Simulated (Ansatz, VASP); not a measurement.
## Two plane-wave programs on Ag

```
CELL_PARAMETERS angstrom
0.00000 2.05628 2.05628
2.05628 0.00000 2.05628
2.05628 2.05628 0.00000
ATOMIC_POSITIONS crystal
Ag 0.00000 0.00000 0.00000
```

Alike in both runs: task single point; functional LDA; k mesh 11 × 11 × 11; occupations fermi-dirac, width 0.05 eV; no spin polarisation.

```csv
,VASP,Ansatz
version,VASP 6.6.1,Ansatz 0.2.0
potentials or method,"VASP PAW LDA potentials, release 64 (Ag)",JTH PAW LDA
plane-wave cutoff (eV),520,1380
valence electrons in the cell,11,11
```

|  | VASP | Ansatz | Ansatz less VASP |
| --- | --- | --- | --- |
| gap on the k mesh at the Fermi level (eV) | none | none | - |
| pressure (GPa) | -9.2 | -9.2 | -0.05 |

LDA's correlation is that of Perdew and Zunger in VASP and of Perdew and Wang (1992) in Ansatz. A gap of «none» marks a metal or a gap that the smearing closes.
